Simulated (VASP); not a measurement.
# I (Cmce) in VASP: further runs

Runs on I. Level: PBE. Tasks: single point, relaxation of cell and atoms.

Program: VASP 6.6.1. These are calculated values, not measurements. Logs are shortened: lines on timing, memory, paths and dates and some standing lists are left out, and cuts for length are marked.

### 1 The cell of the first run

Symmetry: Cmce, No. 64, orthorhombic system. Conventional cell: a = 9.027 Å, b = 4.624 Å, c = 9.818 Å, α = 90.00°, β = 90.00°, γ = 90.00°. Within 3.7 Å of I (site symmetry m) lie 3 I at 2.81 to 3.41 Å.

### 2 Single point, PBE

INCAR

```
PREC = Accurate
ENCUT = 520
EDIFF = 1E-7
ISMEAR = -1
SIGMA = 0.1
LREAL = False
LASPH = True
NELM = 100
ALGO = Normal
ISIF = 2
LWAVE = False
LCHARG = False
GGA = PE
NBANDS = 22
```

KPOINTS

```
regular mesh
0
Gamma
  6 3 6
```

POSCAR

```
I
1.0
   -4.5133260235      0.0000000000      2.3119720692
    0.0000000000     -9.8178452248      0.0000000000
    4.5133260235      0.0000000000      2.3119720692
I
4
Direct
    0.1592483286      0.8779603934      0.1592483286
    0.6592483286      0.6220396066      0.6592483286
    0.8407516714      0.1220396066      0.8407516714
    0.3407516714      0.3779603934      0.3407516714
```

Potentials or basis: VASP PAW PBE potentials, release 64 (I).

Launch:

```bash
cat potpaw_PBE.64/I/POTCAR > POTCAR
mpirun -np 1 vasp_std > vasp.out
```

OUTCAR:

```text
PREC = Accurate
   ENCUT = 520
   EDIFF = 1E-7
   ISMEAR = -1
   LREAL = False
   LASPH = True
   NELM = 100
   ISIF = 2
   GGA = PE

 ion  position               nearest neighbor table
   1  0.159  0.878  0.159-   3 2.81   2 3.41   2 3.41
   2  0.659  0.622  0.659-   4 2.81   1 3.41   1 3.41
   3  0.841  0.122  0.841-   1 2.81   4 3.41   4 3.41
   4  0.341  0.378  0.341-   2 2.81   3 3.41   3 3.41

  LATTYP: Found a base centered orthorhombic cell.
 ALAT       =     4.6239441384
 B/A-ratio  =     1.9521542166
 C/A-ratio  =     2.1232620747

  Lattice vectors:

 A1 = (  -4.5133260235,   0.0000000000,  -2.3119720692)
 A2 = (   4.5133260235,   0.0000000000,  -2.3119720692)
 A3 = (   0.0000000000,  -9.8178452248,   0.0000000000)

Analysis of symmetry for initial positions (statically):
=====================================================================
 Subroutine PRICEL returns:
 Original cell was already a primitive cell.

 Routine SETGRP: Setting up the symmetry group for a
 base centered orthorhombic supercell.

 Subroutine GETGRP returns: Found  8 space group operations
 (whereof  4 operations were pure point group operations)
 out of a pool of  8 trial point group operations.

The static configuration has the point symmetry C_2h.
 The point group associated with its full space group is D_2h.

Analysis of symmetry for dynamics (positions and initial velocities):
=====================================================================
 Subroutine PRICEL returns:
 Original cell was already a primitive cell.

 Routine SETGRP: Setting up the symmetry group for a
 base centered orthorhombic supercell.

 Subroutine GETGRP returns: Found  8 space group operations
 (whereof  4 operations were pure point group operations)
 out of a pool of  8 trial point group operations.

The dynamic configuration has the point symmetry C_2h.
 The point group associated with its full space group is D_2h.

 Subroutine INISYM returns: Found  8 space group operations
 (whereof  4 operations are pure point group operations),
 and found     1 'primitive' translations

----------------------------------------------------------------------------------------

                                     Primitive cell

  volume of cell :     204.8922

  direct lattice vectors                    reciprocal lattice vectors
    -4.513326024  0.000000000  2.311972069    -0.110783045  0.000000000  0.216265588
     0.000000000 -9.817845225  0.000000000     0.000000000 -0.101855344  0.000000000
     4.513326024  0.000000000  2.311972069     0.110783045  0.000000000  0.216265588

  length of vectors
     5.071028164  9.817845225  5.071028164     0.242989069  0.101855344  0.242989069

  position of ions in fractional coordinates (direct lattice)
     0.159248329  0.877960393  0.159248329
     0.659248329  0.622039607  0.659248329
     0.840751671  0.122039607  0.840751671
     0.340751671  0.377960393  0.340751671

  ion indices of the primitive-cell ions
   primitive index   ion index
                 1           1
                 2           2
                 3           3
                 4           4

----------------------------------------------------------------------------------------

 KPOINTS: regular mesh

Automatic generation of k-mesh.
 Grid dimensions read from file:
 generate k-points for:    6    3    6

 Generating k-lattice:

  Cartesian coordinates                     Fractional coordinates (reciprocal lattice)
    -0.018463841  0.000000000  0.036044265     0.166666667  0.000000000 -0.000000000
     0.000000000 -0.033951781  0.000000000     0.000000000  0.333333333  0.000000000
     0.018463841  0.000000000  0.036044265    -0.000000000  0.000000000  0.166666667

  Length of vectors
     0.040498178  0.033951781  0.040498178

  Shift w.r.t. Gamma in fractional coordinates (k-lattice)
     0.000000000  0.000000000  0.000000000

 Subroutine IBZKPT returns following result:
 ===========================================

 Found     26 irreducible k-points:

 Following reciprocal coordinates:
            Coordinates               Weight
  0.000000  0.000000  0.000000      1.000000
  0.166667  0.000000  0.000000      4.000000
  0.333333  0.000000  0.000000      4.000000
  0.500000  0.000000 -0.000000      2.000000
  0.000000  0.333333  0.000000      2.000000
  0.166667  0.333333  0.000000      8.000000
[... 16 lines left out ...]
  0.500000  0.333333  0.333333      8.000000
 -0.333333  0.333333  0.333333      4.000000
 [... further k-points ...]
   k-points           NKPTS =     26   k-points in BZ     NKDIM =     26   number of bands    NBANDS=     22
   number of dos      NEDOS =    301   number of ions     NIONS =      4
   total plane-waves  NPLWV = 128000
   dimension x,y,z NGX =    40 NGY =   80 NGZ =   40
   dimension x,y,z NGXF=    80 NGYF=  160 NGZF=   80
   ions per type =               4
   NGX,Y,Z   is equivalent  to a cutoff of  13.11, 13.55, 13.11 a.u.
   NGXF,Y,Z  is equivalent  to a cutoff of  26.23, 27.09, 26.23 a.u.
 SYSTEM =  unknown system
   PREC   = accura    normal or accurate (medium, high low for compatibility)
   ISTART =      0    job   : 0-new  1-cont  2-samecut
   ICHARG =      2    charge: 1-file 2-atom 10-const
   ISPIN  =      1    spin polarized calculation?
   LNONCOLLINEAR =      F non collinear calculations
   LSORBIT =      F    spin-orbit coupling
   LASPH  =      T    aspherical Exc in radial PAW
   ENCUT  =  520.0 eV  38.22 Ry    6.18 a.u.   9.43 18.25  9.43*2*pi/ulx,y,z
   NELM   =    100;   NELMIN=  2; NELMDL= -5     # of ELM steps
   EDIFF  = 0.1E-06   stopping-criterion for ELM
   LREAL  =      F    real-space projection
   EDIFFG = 0.1E-05   stopping-criterion for IOM
   NSW    =      0    number of steps for IOM
   IBRION =     -1    ionic relax: 0-MD 1-quasi-New 2-CG
   NFREE  =      0    steps in history (QN), initial steepest desc. (CG)
   ISIF   =      2    stress and relaxation
   ISYM   =      2    0-nonsym 1-usesym 2-fastsym
   POTIM  = 0.5000    time-step for ionic-motion
   TEBEG  =    0.0;   TEEND  =   0.0 temperature during run
   PSTRESS=    0.0 pullay stress
   NELECT =      28.0000    total number of electrons
   NUPDOWN=      -1.0000    fix difference up-down
   EMIN   =  10.00;   EMAX   =-10.00  energy-range for DOS
   EFERMI =   0.00;   METHOD = LEGACY
   ISMEAR =    -1;   SIGMA  =   0.10  broadening in eV -4-tet -1-fermi 0-gaus
   EFERMI_NEDOS =   21; number of points for ismear=-14 and -15
   IALGO  =     38    algorithm
   IMIX   =      4    mixing-type and parameters
     AMIX     =   0.40;   BMIX     =  1.00
     AMIX_MAG =   1.60;   BMIX_MAG =  1.00
  volume/ion in A,a.u.               =      51.22       345.67
  Fermi-wavevector in a.u.,A,eV,Ry     =   0.843242  1.593497  9.674524  0.711057
  Thomas-Fermi vector in A             =   1.958078
   LORBIT       =      0    0 simple, 1 ext, 2 COOP (PROOUT), +10 PAW based schemes
   GGA     = PE    functional components
   LHFCALC =     F    Hartree Fock is set to
   AEXX    =    0.0000 exact exchange contribution
   IVDW    =     0    specifies the selected vdW correction
   LEPSILON=     F    determine dielectric tensor
   LRPA    =     F    only Hartree local field effects (RPA)
 non-spin polarized calculation
  energy-cutoff  :      520.00
  volume of cell :      204.89
 maximum number of plane-waves:      5577
 NGX is ok and might be reduce to    40
   NGX = 19   NGY = 37   NGZ = 19

 number of electron      28.0000000 magnetization

 Free energy of the ion-electron system (eV)
  ---------------------------------------------------
  ext. energy  EPLUGINS =         0.00000000
  ---------------------------------------------------
  free energy    TOTEN  =        -6.09299817 eV

  energy without entropy =       -6.09029603  energy(sigma->0) =       -6.09164710

 E-fermi :   1.5778     XC(G=0):  -7.1199

 val. band max:        1.0571879168   @ k =   0.0000   0.0000   0.0000
 cond. band min:       2.1246498350   @ k =   0.5000   0.0000   0.5000
 fundamental gap:      1.0674619182
 Fermi energy:         1.5777732881

 k-point     1 :       0.0000    0.0000    0.0000
  band No.  band energies     occupation
      1     -12.1542      2.00000
      2     -11.5087      2.00000
      3     -10.6262      2.00000
      4      -9.5070      2.00000
      5      -3.2024      2.00000
      6      -1.9389      2.00000
[... 14 lines left out ...]
     21       8.4910      0.00000
     22       8.7656      0.00000

 k-point     2 :       0.1667    0.0000    0.0000
  band No.  band energies     occupation
      1     -12.0731      2.00000
      2     -11.5006      2.00000
      3     -10.5646      2.00000
      4      -9.6084      2.00000
      5      -3.2068      2.00000
      6      -2.2350      2.00000
[... 14 lines left out ...]
     21       8.2141      0.00000
     22       8.5565      0.00000

 k-point     3 :       0.3333    0.0000    0.0000
  band No.  band energies     occupation
      1     -11.8668      2.00000
      2     -11.5184      2.00000
      3     -10.3972      2.00000
      4      -9.8628      2.00000
      5      -3.2960      2.00000
      6      -2.9102      2.00000
[... 14 lines left out ...]
     21       8.3815      0.00000
     22       8.9424      0.00000
[... 476 lines left out ...]
 k-point    23 :       0.5000    0.3333    0.3333
  band No.  band energies     occupation
      1     -11.9259      2.00000
      2     -11.6696      2.00000
      3     -10.2368      2.00000
      4      -9.7995      2.00000
      5      -2.9937      2.00000
      6      -2.5761      2.00000
[... 14 lines left out ...]
     21       8.5637      0.00000
     22       8.8894      0.00000

 k-point    24 :      -0.3333    0.3333    0.3333
  band No.  band energies     occupation
      1     -12.0013      2.00000
      2     -11.7148      2.00000
      3     -10.2434      2.00000
      4      -9.7302      2.00000
      5      -2.8974      2.00000
      6      -2.3408      2.00000
[... 14 lines left out ...]
     21       8.2880      0.00000
     22       8.3193      0.00000

 [... further k-points ...]

------------------------ aborting loop because EDIFF is reached ----------------------------------------

  FORCE on cell =-STRESS in cart. coord.  units (eV):
  Direction    XX          YY          ZZ          XY          YZ          ZX
  --------------------------------------------------------------------------------------
  -------------------------------------------------------------------------------------
  Total        0.0139350     -0.0629117     -0.0324055      0.0000000      0.0000000      0.0000000
  in kB        0.1089661     -0.4919448     -0.2533987      0.0000000      0.0000000      0.0000000
  external PRESSURE =      -0.2121258 kB  Pullay stress =       0.0000000 kB

 VOLUME and BASIS-vectors are now :
 -----------------------------------------------------------------------------
  energy-cutoff  :      520.00
  volume of cell :      204.89
      direct lattice vectors                 reciprocal lattice vectors
    -4.513326024  0.000000000  2.311972069    -0.110783045  0.000000000  0.216265588
     0.000000000 -9.817845225  0.000000000     0.000000000 -0.101855344  0.000000000
     4.513326024  0.000000000  2.311972069     0.110783045  0.000000000  0.216265588

 POSITION                                       TOTAL-FORCE (eV/Angst)
 -----------------------------------------------------------------------------------
      0.00000     -8.61968      0.73636         0.000000     -0.014254     -0.008170
      0.00000     -6.10709      3.04833         0.000000      0.014254     -0.008170
      0.00000     -1.19817      3.88759         0.000000      0.014254      0.008170
      0.00000     -3.71076      1.57562         0.000000     -0.014254      0.008170
 -----------------------------------------------------------------------------------
    total drift:                               -0.000000     -0.000000      0.000000

  FREE ENERGIE OF THE ION-ELECTRON SYSTEM (eV)
  ---------------------------------------------------
  free  energy   TOTEN  =        -6.0929981661 eV

  energy  without entropy=       -6.0902960282  energy(sigma->0) =       -6.09164710
```

Wall time 3.1 min (1 thread of Intel Xeon 8259CL, shared host); peak memory 0.38 GiB.

What came out:

```yaml
Free_energy: -6.0930 eV
Pressure: 0.0 GPa
Largest_force: 0.016 eV/Å
Band_gap_on_the_k_mesh: 1.07 eV (least direct gap 1.09 eV)
```

Forces on the atoms (eV/Å):
```
I    0.000 -0.014 -0.008
I    0.000  0.014 -0.008
I    0.000  0.014  0.008
I    0.000 -0.014  0.008
```

Caveat: spin-orbit coupling is left out, which moves the levels of the heavy elements; an odd mesh through Γ misses points on the zone boundary, where band edges can lie.

### 3 Relaxation of cell and atoms, PBE

This run uses another cell than the first one, of 47.44 Å³/atom.

INCAR

```
PREC = Accurate
ENCUT = 600
EDIFF = 1E-7
ISMEAR = -1
SIGMA = 0.1
LREAL = False
LASPH = True
NELM = 80
ALGO = Normal
ISIF = 3
LWAVE = False
LCHARG = False
GGA = PE
IBRION = 2
NSW = 100
EDIFFG = -0.01
```

KPOINTS

```
Automatic mesh
0
Gamma
  6 3 6
```

POSCAR

```
I
1.0
   -3.6820980000      0.0000000000      2.6435580000
    0.0000000000     -9.7481180000      0.0000000000
    3.6820980000      0.0000000000      2.6435580000
I
4
Direct
    0.1300000000      0.9000000000      0.1300000000
    0.6300000000      0.6000000000      0.6300000000
    0.8700000000      0.1000000000      0.8700000000
    0.3700000000      0.4000000000      0.3700000000
```

Potentials or basis: VASP PAW PBE potentials, release 64 (I).

Launch:

```bash
cat potpaw_PBE.64/I/POTCAR > POTCAR
mpirun -np 1 vasp_std > vasp.out
```

It took 62 min on 1 thread of Intel Xeon 8259CL, shared host; peak memory 0.38 GiB.

It converged, with:

```
Free energy                           : -6.0922 eV
Relaxed volume                        : 51.01 Å³/atom
Relaxed cell                          : a = 5.051 Å, b = 9.801 Å, c = 5.051 Å, α = 90.00°, β = 125.30°, γ = 90.00°
Space group after relaxing (to 0.1 Å) : Cmce (No. 64)
Energy gained by relaxing             : 482.2 meV/atom
Ionic steps                           : 43
Pressure after relaxing               : 0.0 GPa
Largest force after relaxing          : 0.008 eV/Å
Band gap on the k mesh                : 1.09 eV (least direct gap 1.11 eV)
```

Forces on the atoms (eV/Å):
```
I    0.000  0.008  0.001
I    0.000 -0.008  0.001
I    0.000 -0.008 -0.001
I    0.000  0.008 -0.001
```

The path:
```tsv
step	energy change (eV)	largest force (eV/Å)	pressure (GPa)	volume (Å³)
1	0.0000	6.2070	8.44	189.77
3	0.0376	1.0951	-2.97	248.29
5	-1.5764	0.3743	-1.18	211.37
7	-1.6241	0.1665	-0.38	207.16
9	-1.6249	0.2053	-0.30	206.80
11	-1.7202	0.3620	-0.04	199.41
13	-1.8185	0.5564	0.92	187.85
15	-1.8578	0.1861	0.69	186.07
17	-1.8651	0.1623	0.51	187.31
19	-1.8734	0.0813	-0.01	190.40
21	-1.8799	0.0713	0.01	190.79
23	-1.9021	0.1064	0.08	192.38
25	-1.9126	0.2022	0.10	195.01
27	-1.9144	0.1380	-0.10	196.34
29	-1.9218	0.0912	0.00	195.59
31	-1.9253	0.0317	0.14	194.67
33	-1.9259	0.0180	0.01	195.63
35	-1.9272	0.0178	0.03	197.55
37	-1.9281	0.0297	-0.06	202.46
39	-1.9284	0.0023	-0.01	202.80
41	-1.9285	0.0103	0.00	203.25
43	-1.9288	0.0078	0.00	204.05
```

Final structure:
```yaml
crystal:
  lattice:
    - [-4.48605, 0.00000, 2.32045]
    - [0.00000, -9.80118, 0.00000]
    - [4.48605, 0.00000, 2.32045]
  atoms:
    - { symbol: I, position: [0.15908, 0.87817, 0.15908] }
    - { symbol: I, position: [0.65908, 0.62183, 0.65908] }
    - { symbol: I, position: [0.84092, 0.12183, 0.84092] }
    - { symbol: I, position: [0.34092, 0.37817, 0.34092] }
```

Levels at points of the mesh, in eV from the valence-band top:
```
           k point  band 11  band 12  band 13  band 14  band 15  band 16  band 17  band 18
(0.00, 0.00, 0.00)    -1.29    -0.75    -0.58     0.00     1.11     1.86     4.65     5.23
(0.50, 0.00, 0.00)    -1.39    -1.39    -0.70    -0.70     2.15     2.15     5.50     5.50
(0.50, 0.00, 0.50)    -1.51    -1.32    -0.62    -0.13     1.09     1.80     5.21     6.29
```

Caveat: this functional lacks dispersion, which holds the molecules together, so the pressure and a relaxed volume are unreliable; spin-orbit coupling is left out, which moves the levels of the heavy elements; an odd mesh through Γ misses points on the zone boundary, where band edges can lie.
